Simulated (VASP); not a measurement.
Crystal: K.

```
K
1.0
     4.31044    0.00000    0.00000
     0.00000    4.31044    0.00000
     0.00000    0.00000    4.31044
K
1
Direct
  0.00000 0.00000 0.00000
```

This isn't the form of K at room conditions, which is bcc.

- Program: VASP 6.6.1
- Task: relaxation of cell and atoms
- Functional: LDA
- Potentials or basis: VASP PAW LDA potentials, release 64 (K_sv)
- Cutoff: 600 eV
- k mesh: 10 × 10 × 10
- Occupations: gaussian, width 0.1 eV
- Spin: no spin polarisation

At the start: pressure -0.4 GPa; volume 80.09 Å³/atom.

Q: Where does the relaxation end?

A: Over 5 steps the energy falls by 15.9 meV/atom and the volume is 68.80 Å³/atom (-14.1 %); space group Pm-3m (No. 221, to 0.1 Å) before and after.

The path:
```
step  energy change (eV)  largest force (eV/Å)  pressure (GPa)  volume (Å³)
   1              0.0000                0.0000           -0.40        80.09
   2             -0.0053                0.0000           -0.34        77.79
   3             -0.0150                0.0000           -0.11        71.17
   4             -0.0159                0.0000            0.02        68.46
   5             -0.0159                0.0000            0.00        68.80
```

Final structure:
```xyz
1
Lattice="4.0975 0.0000 0.0000 0.0000 4.0975 0.0000 0.0000 0.0000 4.0975" Properties=species:S:1:pos:R:3 pbc="T T T"
K     0.0000    0.0000    0.0000
```
